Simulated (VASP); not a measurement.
B4MoRu: single point with PBE

Crystal: B4MoRu.

```xyz
6
Lattice="0.0000 3.5284 3.5284 3.5284 0.0000 3.5284 3.5284 3.5284 0.0000" Properties=species:S:1:pos:R:3 pbc="T T T"
B     4.1297    6.4554    4.1297
B     6.4554    6.4554    6.4554
B     6.4554    4.1297    4.1297
B     4.1297    4.1297    6.4554
Mo    5.2926    5.2926    5.2926
Ru    3.5284    3.5284    3.5284
```

The cell was built from a structure type or drawn by symmetry, and may not be a known phase.

```yaml
Program: VASP 6.6.1
Task: single point
Functional: PBE
Potentials_or_basis: VASP PAW PBE potentials, release 64 (B, Mo_sv, Ru_pv)
Cutoff: 520 eV
k_mesh: 10 × 10 × 10
Occupations: gaussian, width 0.1 eV
Spin: collinear spin, ferromagnetic start
Starting_moments: "[0.0, 0.0, 0.0, 0.0, 0.12, 2.52] μB"
Dipole_correction: no
Further_INCAR_settings: ALGO = Normal; EDIFF = 1e-07; NBANDS = 33
```

The pressure is 0.1 GPa. The largest force is 0.005 eV/Å. The net moment is 2.41 μB per cell. The site moments are B +0.01; Mo +0.14; Ru +2.16 μB. The valence electrons inside the program's atomic spheres are B 1.96; Mo 12.86; Ru 12.10.

Forces on the atoms (eV/Å):
```
B    0.003 -0.003  0.003
B   -0.003 -0.003 -0.003
B   -0.003  0.003  0.003
B    0.003  0.003 -0.003
Mo   0.000  0.000  0.000
Ru   0.000  0.000  0.000
```

Levels at points of the mesh, in eV from the Fermi level:
Spin up:
```
           k point  band 18  band 19  band 20  band 21  band 22  band 23  band 24  band 25
(0.00, 0.00, 0.00)    -0.41    -0.41    -0.41     0.07     0.07     3.63     3.63     3.63
(0.50, 0.00, 0.00)    -1.21    -1.21    -0.89    -0.64    -0.64     1.90     1.98     1.98
(0.50, 0.50, 0.00)    -1.02    -1.02    -0.88    -0.37    -0.06     1.90     2.56     3.46
```
Spin down:
| k point | band 15 | band 16 | band 17 | band 18 | band 19 | band 20 | band 21 | band 22 | band 23 | band 24 |
| --- | --- | --- | --- | --- | --- | --- | --- | --- | --- | --- |
| (0.00, 0.00, 0.00) | -1.35 | -1.35 | -1.35 | -0.06 | -0.06 | -0.06 | 1.32 | 1.32 | 3.92 | 3.92 |
| (0.50, 0.00, 0.00) | -1.86 | -1.05 | -1.05 | -0.29 | -0.29 | 0.18 | 0.72 | 0.72 | 2.20 | 2.22 |
| (0.50, 0.50, 0.00) | -2.06 | -2.06 | -0.88 | -0.29 | -0.04 | -0.04 | 0.73 | 0.92 | 2.00 | 3.10 |

Run time: 4.1 min on 1 thread of Intel(R) Xeon(R) 6975P-C (Granite Rapids), with other jobs on the host, peak memory 0.43 GiB.
